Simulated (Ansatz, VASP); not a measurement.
# One calculation of Ge3Pd, two programs

INCAR

```
PREC     = Accurate       # precision mode
ENCUT    = 520            # plane-wave cutoff, eV
EDIFF    = 1E-7           # SCF threshold, eV
ISMEAR   = -1             # smearing method
SIGMA    = 0.05           # smearing width, eV
LREAL    = F              # projectors in reciprocal space
LASPH    = T              # aspherical terms in the spheres
NELM     = 80             # most SCF steps
ALGO     = Normal         # electronic algorithm
ISIF     = 2              # what is computed and relaxed
LWAVE    = F              # write WAVECAR
LCHARG   = T              # write CHGCAR
GGA      = PE             # functional
LELF     = T              # ELF
LVHAR    = T            
NBANDS   = 34             # bands
```

Contents of KPOINTS:

```
Automatic mesh
0
Gamma
  7 7 7
```

The input POSCAR:

```
Ge3Pd
1.0
    4.1965295533      0.0000000000      0.0000000000
    0.0000000000      4.1965295533      0.0000000000
    0.0000000000      0.0000000000      4.1965295533
Pd Ge
1 3
Direct
    0.0000000000      0.0000000000      0.0000000000
    0.5000000000      0.5000000000      0.0000000000
    0.5000000000      0.0000000000      0.5000000000
    0.0000000000      0.5000000000      0.5000000000
```

Contents of input.yaml:

```yaml
crystal:
  lattice:
    - [4.1965295533, 0.0, 0.0]
    - [0.0, 4.1965295533, 0.0]
    - [0.0, 0.0, 4.1965295533]
  atoms:
    - { symbol: Pd, position: [0.0, 0.0, 0.0] }
    - { symbol: Ge, position: [0.5, 0.5, 0.0] }
    - { symbol: Ge, position: [0.5, 0.0, 0.5] }
    - { symbol: Ge, position: [0.0, 0.5, 0.5] }
hamiltonian:
  xc: pbe
  pseudopotentials: { kind: paw }
kpoints:
  mp_grid: { grid: [7, 7, 7] }
scf:
  occupations: { method: fermi_dirac, width: 0.05 }
output:
  forces: true
  stress: true
  eigenvalues: true
```

Alike in both runs: task single point; functional PBE; k mesh 7 × 7 × 7; occupations fermi-dirac, width 0.05 eV; no spin polarisation.

```csv
,VASP,Ansatz
version,VASP 6.6.1,Ansatz 0.2.0
potentials or method,"VASP PAW PBE potentials, release 64 (Pd, Ge_d)",Ansatz PAW
plane-wave cutoff (eV),520,420
valence electrons in the cell,52,60
```

```tsv
	VASP	Ansatz	Ansatz less VASP
gap on the k mesh at the Fermi level (eV)	none	none	-
pressure (GPa)	-3.1	-3.1	-0.02
```

A gap of «none» marks a metal or a gap that the smearing closes. With one functional, cell and mesh, what is left measures potentials, basis and numerics. VASP's potentials hold 52 valence electrons a cell and Ansatz's 60, so a difference there can come from the potentials and not from the codes.
